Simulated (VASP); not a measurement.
# HgTe (F-43m) in VASP: single point with PBE+D4

Aim: the single point of HgTe with PBE+D4.

All numbers are computed with VASP 6.6.1; they aren't measurements. Logs are shortened: lines on timing, memory, paths and dates and some standing lists are left out, and cuts for length are marked.

## (1) The cell of the first run

The structure is cubic, space group F-43m (No. 216). Conventional cell: a = 6.429 Å, b = 6.429 Å, c = 6.429 Å, α = 90.00°, β = 90.00°, γ = 90.00°. Within 3.7 Å of Hg (site symmetry -43m) lie 4 Te at 2.78 Å. Within 3.7 Å of Te (site symmetry -43m) lie 4 Hg at 2.78 Å.

## (2) Single point, PBE+D4

Contents of INCAR:

```
SYSTEM = HgTe
PREC = Accurate
ENCUT = 500
EDIFF = 1E-6
ISMEAR = 0
SIGMA = 0.1
LREAL = .FALSE.
LASPH = .TRUE.
NELM = 120
ALGO = Normal
ISIF = 2
LWAVE = .FALSE.
LCHARG = .FALSE.
GGA = PE
IVDW = 13
NBANDS = 16
GGA_COMPAT = .FALSE.
```

Contents of KPOINTS:

```
regular mesh
0
G
  6 6 6
  0 0 0
```

Contents of POSCAR:

```
HgTe
1.0
    0.0000000000      3.2145000000      3.2145000000
    3.2145000000      0.0000000000      3.2145000000
    3.2145000000      3.2145000000      0.0000000000
Hg Te
1 1
Direct
    0.0000000000      0.0000000000      0.0000000000
    0.2500000000      0.2500000000      0.2500000000
```

Potentials or basis: VASP PAW PBE potentials, release 64 (Hg, Te).

On the command line:

```
> cat potpaw_PBE.64/Hg/POTCAR potpaw_PBE.64/Te/POTCAR > POTCAR
> mpirun -np 1 vasp_std > vasp.out
```

OUTCAR:

```text
SYSTEM = HgTe
   PREC = Accurate
   ENCUT = 500
   EDIFF = 1E-6
   ISMEAR = 0
   LREAL = .FALSE.
   LASPH = .TRUE.
   NELM = 120
   ISIF = 2
   GGA = PE
   IVDW = 13

 ion  position               nearest neighbor table
   1  0.000  0.000  0.000-   2 2.78   2 2.78   2 2.78   2 2.78
   2  0.250  0.250  0.250-   1 2.78   1 2.78   1 2.78   1 2.78

  LATTYP: Found a face centered cubic cell.
 ALAT       =     6.4290000000

  Lattice vectors:

 A1 = (   0.0000000000,   3.2145000000,   3.2145000000)
 A2 = (   3.2145000000,   0.0000000000,   3.2145000000)
 A3 = (   3.2145000000,   3.2145000000,   0.0000000000)

Analysis of symmetry for initial positions (statically):
=====================================================================
 Subroutine PRICEL returns:
 Original cell was already a primitive cell.

 Routine SETGRP: Setting up the symmetry group for a
 face centered cubic supercell.

 Subroutine GETGRP returns: Found 24 space group operations
 (whereof 24 operations were pure point group operations)
 out of a pool of 48 trial point group operations.

The static configuration has the point symmetry T_d .

Analysis of symmetry for dynamics (positions and initial velocities):
=====================================================================
 Subroutine PRICEL returns:
 Original cell was already a primitive cell.

 Routine SETGRP: Setting up the symmetry group for a
 face centered cubic supercell.

 Subroutine GETGRP returns: Found 24 space group operations
 (whereof 24 operations were pure point group operations)
 out of a pool of 48 trial point group operations.

The dynamic configuration has the point symmetry T_d .

 Subroutine INISYM returns: Found 24 space group operations
 (whereof 24 operations are pure point group operations),
 and found     1 'primitive' translations

----------------------------------------------------------------------------------------

                                     Primitive cell

  volume of cell :      66.4309

  direct lattice vectors                    reciprocal lattice vectors
     0.000000000  3.214500000  3.214500000    -0.155545186  0.155545186  0.155545186
     3.214500000  0.000000000  3.214500000     0.155545186 -0.155545186  0.155545186
     3.214500000  3.214500000  0.000000000     0.155545186  0.155545186 -0.155545186

  length of vectors
     4.545989496  4.545989496  4.545989496     0.269412165  0.269412165  0.269412165

  position of ions in fractional coordinates (direct lattice)
     0.000000000  0.000000000  0.000000000
     0.250000000  0.250000000  0.250000000

  ion indices of the primitive-cell ions
   primitive index   ion index
                 1           1
                 2           2

----------------------------------------------------------------------------------------

 KPOINTS: regular mesh

Automatic generation of k-mesh.
 Grid dimensions read from file:
 generate k-points for:    6    6    6

 Generating k-lattice:

  Cartesian coordinates                     Fractional coordinates (reciprocal lattice)
    -0.025924198  0.025924198  0.025924198     0.166666667  0.000000000  0.000000000
     0.025924198 -0.025924198  0.025924198     0.000000000  0.166666667  0.000000000
     0.025924198  0.025924198 -0.025924198     0.000000000  0.000000000  0.166666667

  Length of vectors
     0.044902027  0.044902027  0.044902027

  Shift w.r.t. Gamma in fractional coordinates (k-lattice)
     0.000000000  0.000000000  0.000000000

 Subroutine IBZKPT returns following result:
 ===========================================

 Found     16 irreducible k-points:

 Following reciprocal coordinates:
            Coordinates               Weight
  0.000000  0.000000  0.000000      1.000000
  0.166667  0.000000  0.000000      8.000000
  0.333333  0.000000  0.000000      8.000000
  0.500000  0.000000  0.000000      4.000000
  0.166667  0.166667  0.000000      6.000000
  0.333333  0.166667  0.000000     24.000000
[... 8 lines left out ...]
 -0.333333  0.333333  0.166667     24.000000
 -0.333333  0.500000  0.166667     12.000000
   k-points           NKPTS =     16   k-points in BZ     NKDIM =     16   number of bands    NBANDS=     16
   number of dos      NEDOS =    301   number of ions     NIONS =      2
   total plane-waves  NPLWV =  46656
   dimension x,y,z NGX =    36 NGY =   36 NGZ =   36
   dimension x,y,z NGXF=    72 NGYF=   72 NGZF=   72
   ions per type =               1   1
   NGX,Y,Z   is equivalent  to a cutoff of  13.17, 13.17, 13.17 a.u.
   NGXF,Y,Z  is equivalent  to a cutoff of  26.33, 26.33, 26.33 a.u.
 SYSTEM =  HgTe
   PREC   = accura    normal or accurate (medium, high low for compatibility)
   ISTART =      0    job   : 0-new  1-cont  2-samecut
   ICHARG =      2    charge: 1-file 2-atom 10-const
   ISPIN  =      1    spin polarized calculation?
   LNONCOLLINEAR =      F non collinear calculations
   LSORBIT =      F    spin-orbit coupling
   LASPH  =      T    aspherical Exc in radial PAW
   ENCUT  =  500.0 eV  36.75 Ry    6.06 a.u.   8.29  8.29  8.29*2*pi/ulx,y,z
   NELM   =    120;   NELMIN=  2; NELMDL= -5     # of ELM steps
   EDIFF  = 0.1E-05   stopping-criterion for ELM
   LREAL  =      F    real-space projection
   EDIFFG = 0.1E-04   stopping-criterion for IOM
   NSW    =      0    number of steps for IOM
   IBRION =     -1    ionic relax: 0-MD 1-quasi-New 2-CG
   NFREE  =      0    steps in history (QN), initial steepest desc. (CG)
   ISIF   =      2    stress and relaxation
   ISYM   =      2    0-nonsym 1-usesym 2-fastsym
   POTIM  = 0.5000    time-step for ionic-motion
   TEBEG  =    0.0;   TEEND  =   0.0 temperature during run
   PSTRESS=    0.0 pullay stress
   NELECT =      18.0000    total number of electrons
   NUPDOWN=      -1.0000    fix difference up-down
   EMIN   =  10.00;   EMAX   =-10.00  energy-range for DOS
   EFERMI =   0.00;   METHOD = LEGACY
   ISMEAR =     0;   SIGMA  =   0.10  broadening in eV -4-tet -1-fermi 0-gaus
   EFERMI_NEDOS =   21; number of points for ismear=-14 and -15
   IALGO  =     38    algorithm
   IMIX   =      4    mixing-type and parameters
     AMIX     =   0.40;   BMIX     =  1.00
     AMIX_MAG =   1.60;   BMIX_MAG =  1.00
  volume/ion in A,a.u.               =      33.22       224.15
  Fermi-wavevector in a.u.,A,eV,Ry     =   1.059357  2.001894 15.268958  1.122237
  Thomas-Fermi vector in A             =   2.194699
   LORBIT       =      0    0 simple, 1 ext, 2 COOP (PROOUT), +10 PAW based schemes
   GGA     = PE    functional components
   LHFCALC =     F    Hartree Fock is set to
   AEXX    =    0.0000 exact exchange contribution
   IVDW    =    13    specifies the selected vdW correction
   LEPSILON=     F    determine dielectric tensor
   LRPA    =     F    only Hartree local field effects (RPA)
 non-spin polarized calculation
 Gauss-broadening in eV      SIGMA  =   0.10
  energy-cutoff  :      500.00
  volume of cell :       66.43
 maximum number of plane-waves:      1700
 NGX is ok and might be reduce to    36
   NGX = 17   NGY = 17   NGZ = 17

 number of electron      18.0000000 magnetization

 Free energy of the ion-electron system (eV)
  ---------------------------------------------------
  ext. energy  EPLUGINS =         0.00000000
  ---------------------------------------------------
  free energy    TOTEN  =        -3.54419853 eV

  energy without entropy =       -3.54348429  energy(sigma->0) =       -3.54384141

 E-fermi :   3.3081     XC(G=0):  -8.8157

 val. band max:        3.2776719105   @ k =   0.0000   0.0000   0.0000
 cond. band min:       3.9819785740   @ k =   0.5000   0.0000   0.0000
 fundamental gap:      0.7043066635
 Fermi energy:         3.3081303371

 k-point     1 :       0.0000    0.0000    0.0000
  band No.  band energies     occupation
      1      -8.8281      2.00000
      2      -4.1782      2.00000
      3      -4.1782      2.00000
      4      -4.1782      2.00000
      5      -3.6290      2.00000
      6      -3.6290      2.00000
[... 8 lines left out ...]
     15      12.8508      0.00000
     16      12.8508      0.00000

 k-point     2 :       0.1667    0.0000    0.0000
  band No.  band energies     occupation
      1      -8.6907      2.00000
      2      -4.1408      2.00000
      3      -4.1408      2.00000
      4      -4.1222      2.00000
      5      -3.6320      2.00000
      6      -3.6320      2.00000
[... 8 lines left out ...]
     15      11.8399      0.00000
     16      11.8399      0.00000

 k-point     3 :       0.3333    0.0000    0.0000
  band No.  band energies     occupation
      1      -8.3949      2.00000
      2      -4.0759      2.00000
      3      -4.0759      2.00000
      4      -3.8263      2.00000
      5      -3.6225      2.00000
      6      -3.6225      2.00000
[... 8 lines left out ...]
     15      12.1601      0.00000
     16      12.1601      0.00000

 k-point     4 :       0.5000    0.0000    0.0000
  band No.  band energies     occupation
      1      -8.2359      2.00000
      2      -4.0508      2.00000
      3      -4.0508      2.00000
      4      -3.6072      2.00000
      5      -3.6072      2.00000
      6      -3.3120      2.00000
[... 8 lines left out ...]
     15      13.3432      0.00000
     16      13.3432      0.00000
[... 172 lines left out ...]
 k-point    14 :       0.5000    0.3333    0.1667
  band No.  band energies     occupation
      1      -8.1903      2.00000
      2      -4.0042      2.00000
      3      -3.9734      2.00000
      4      -3.7923      2.00000
      5      -3.6046      2.00000
      6      -3.4817      2.00000
[... 8 lines left out ...]
     15      13.5642      0.00000
     16      14.3907      0.00000

 k-point    15 :      -0.3333    0.3333    0.1667
  band No.  band energies     occupation
      1      -8.0825      2.00000
      2      -3.9787      2.00000
      3      -3.9398      2.00000
      4      -3.6813      2.00000
      5      -3.6410      2.00000
      6      -3.1497      2.00000
[... 8 lines left out ...]
     15      13.6619      0.00000
     16      14.3289      0.00000

 k-point    16 :      -0.3333    0.5000    0.1667
  band No.  band energies     occupation
      1      -8.0289      2.00000
      2      -3.9604      2.00000
      3      -3.8817      2.00000
      4      -3.7553      2.00000
      5      -3.6119      2.00000
      6      -3.0229      2.00000
[... 8 lines left out ...]
     15      14.1908      0.00000
     16      14.4845      0.00000

------------------------ aborting loop because EDIFF is reached ----------------------------------------

  DFT-D4 for vdW energy calculation

  Edisp (eV):   -0.77982

  FORCE on cell =-STRESS in cart. coord.  units (eV):
  Direction    XX          YY          ZZ          XY          YZ          ZX
  --------------------------------------------------------------------------------------
  -------------------------------------------------------------------------------------
  Total       1.06598     1.06598     1.06598     0.00000     0.00000    -0.00000
  in kB      25.70932    25.70932    25.70932     0.00000     0.00000    -0.00000
  external pressure =       25.71 kB  Pullay stress =        0.00 kB

 VOLUME and BASIS-vectors are now :
 -----------------------------------------------------------------------------
  energy-cutoff  :      500.00
  volume of cell :       66.43
      direct lattice vectors                 reciprocal lattice vectors
     0.000000000  3.214500000  3.214500000    -0.155545186  0.155545186  0.155545186
     3.214500000  0.000000000  3.214500000     0.155545186 -0.155545186  0.155545186
     3.214500000  3.214500000  0.000000000     0.155545186  0.155545186 -0.155545186

 POSITION                                       TOTAL-FORCE (eV/Angst)
 -----------------------------------------------------------------------------------
      0.00000      0.00000      0.00000        -0.000000     -0.000000     -0.000000
      1.60725      1.60725      1.60725         0.000000      0.000000      0.000000
 -----------------------------------------------------------------------------------
    total drift:                                0.000000      0.000000     -0.000000

  FREE ENERGIE OF THE ION-ELECTRON SYSTEM (eV)
  ---------------------------------------------------
  free  energy   TOTEN  =        -4.3240214557 eV

  energy  without entropy=       -4.3233072136  energy(sigma->0) =       -4.32366433
```

Run time: 30 s. Hardware: 1 thread of Intel Xeon Platinum 8488C (Sapphire Rapids), shared host; peak memory 0.2 GiB.

What came out:

```yaml
Free_energy: -4.3240 eV
Pressure: 2.6 GPa
Band_gap_on_the_k_mesh: zero (filled and empty bands touch)
Dispersion_energy_per_atom: -0.390 eV
```

Levels at points of the mesh, in eV from the Fermi level:
```csv
k point,band 5,band 6,band 7,band 8,band 9,band 10,band 11,band 12,band 13,band 14
"(0.00, 0.00, 0.00)",-6.94,-6.94,-0.72,-0.03,-0.03,-0.03,4.17,4.17,4.17,6.44
"(0.50, 0.00, 0.00)",-6.92,-6.62,-5.63,-1.05,-1.05,0.67,4.98,4.98,6.83,7.91
"(0.50, 0.50, 0.00)",-6.87,-6.46,-5.56,-2.38,-2.38,1.86,2.41,8.25,8.90,8.90
```

Caveat: semilocal functionals underestimate gaps, so a narrow gap can read as zero; spin-orbit coupling is left out, which moves the levels of the heavy elements.
